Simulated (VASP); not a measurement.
## MgS: single point with PBE

Crystal: MgS.

```
Mg S
1.0
     0.00000    2.71755    2.60152
     2.71755    0.00000    2.60152
     2.71755    2.71755    0.00000
Mg S
1 1
Direct
  0.00000 0.00000 0.00000
  0.50000 0.50000 0.50000
```

This cell differs from its parent crystal: biaxial xy strain +4.5%.

| Quantity | Value |
| --- | --- |
| Program | VASP 6.6.1 |
| Task | single point |
| Functional | PBE |
| Potentials or basis | VASP PAW PBE potentials, release 64 (Mg, S) |
| Cutoff | 520 eV |
| k mesh | 8 × 8 × 8 |
| Occupations | fermi-dirac, width 0.02 eV |
| Spin | no spin polarisation |

The pressure is -4.6 GPa and the band gap on the k mesh is 2.41 eV, indirect (least direct gap 3.00 eV).

Stress tensor (GPa, compression positive):
```
-5.57  0.00  0.00
 0.00 -5.57  0.00
 0.00  0.00 -2.68
```

Levels at points of the mesh, in eV from the valence-band top:
```tsv
k point	band 2	band 3	band 4	band 5	band 6	band 7
(0.00, 0.00, 0.00)	-0.20	0.00	0.00	3.00	7.80	7.80
(0.50, 0.00, 0.00)	-4.46	-0.61	-0.52	4.33	6.52	6.98
(0.50, 0.50, 0.00)	-3.80	-1.67	-1.67	2.41	4.48	11.41
(0.50, 0.00, 0.50)	-3.83	-1.68	-1.32	2.59	4.63	10.94
```

Wall time 25 s on 1 thread of Intel(R) Xeon(R) Platinum 8259CL CPU @ 2.50GHz (Skylake/Cascade Lake), on a shared host, peak memory 0.17 GiB.

Caveat: the cell differs from its parent crystal (biaxial xy strain +4.5%). A k mesh can miss the band edges.
